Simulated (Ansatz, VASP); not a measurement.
BeS: VASP beside Ansatz

```xyz
2
Lattice="0.0000 2.2920 2.2920 2.2920 0.0000 2.2920 2.2920 2.2920 0.0000" Properties=species:S:1:pos:R:3 pbc="T T T"
Be    0.0000    0.0000    0.0000
S     2.2920    2.2920    2.2920
```

Alike in both runs: task single point; functional PBEsol; k mesh 6 × 6 × 6; occupations gaussian, width 0.1 eV; no spin polarisation.

|  | VASP | Ansatz |
| --- | --- | --- |
| version | VASP 6.6.1 | Ansatz 0.2.0 |
| potentials or method | VASP PAW PBE potentials, release 64 (Be, S), cutoff 600 eV | scalar-relativistic, plane waves, PAW |
| valence electrons in the cell | 8 | 8 |

```tsv
	VASP	Ansatz	Ansatz less VASP
gap on the k mesh at the Fermi level (eV)	0.98	0.96	-0.018
least direct gap on the mesh (eV)	4.31	4.29	-0.020
pressure (GPa)	0.9	0.7	-0.16
```

VASP's potentials were made for PBE, not for PBEsol.
